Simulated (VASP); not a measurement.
## S: relaxation of cell and atoms with r2SCAN

S:

```xyz
1
Lattice="3.6273 0.0000 0.0000 -1.8137 3.1414 0.0000 0.0000 0.0000 2.0844" Properties=species:S:1:pos:R:3 pbc="T T T"
S     0.0000    0.0000    0.0000
```

This isn't the form of S at room conditions, which is orthorhombic, of S8 rings.

- Program: VASP 6.6.1
- Task: relaxation of cell and atoms
- Functional: r2SCAN
- Potentials or basis: VASP PAW PBE potentials, release 64 (S)
- Cutoff: 600 eV
- k mesh: 18 × 18 × 26
- Occupations: gaussian, width 0.1 eV
- Spin: no spin polarisation
- Dipole correction: no
- Further INCAR settings: ALGO = Normal; EDIFF = 1e-07; IBRION = 2; EDIFFG = -0.01; NSW = 100; ISIF = 3

The relaxed volume is 23.69 Å³/atom, the relaxed cell is a = 3.627 Å, b = 3.627 Å, c = 2.080 Å, α = 90.00°, β = 90.00°, γ = 120.00° and the space group after relaxing (to 0.1 Å) is P6/mmm (No. 191). The energy gained by relaxing is 0.1 meV/atom, the ionic steps are 3 and the pressure after relaxing is 0.0 GPa. The band gap on the k mesh is zero (bands 3 and 4 overlap by 3.68 eV).

Step by step:
```tsv
step	energy change (eV)	largest force (eV/Å)	pressure (GPa)	volume (Å³)
1	0.0000	0.0000	-0.32	23.75
2	0.0003	0.0000	0.52	23.59
3	-0.0001	0.0000	-0.01	23.69
```

Final structure:
```
CELL_PARAMETERS angstrom
3.62682 0.00000 0.00000
-1.81341 3.14092 0.00000
0.00000 0.00000 2.07954
ATOMIC_POSITIONS crystal
S 0.00000 0.00000 0.00000
```

Levels at points of the mesh, in eV from the Fermi level:
```
           k point  band 1  band 2  band 3  band 4  band 5  band 6  band 7
(0.00, 0.00, 0.00)  -17.07   -3.00   -3.00    4.24    9.08    9.08   11.72
(0.50, 0.00, 0.00)  -16.58   -5.74   -3.61    5.37   11.88   12.99   13.17
(0.00, 0.00, 0.50)   -8.99   -8.75    2.26    2.26    9.35    9.35   12.83
(0.50, 0.00, 0.50)   -8.45   -8.40    0.22    1.80    5.92    8.59   13.06
```

Wall time 8.1 min on 1 thread of Intel(R) Xeon(R) 6975P-C (Granite Rapids), on a shared host, peak memory 0.21 GiB.

Caveat: the PAW data sets were made with another functional, which shifts forces and pressure a little.
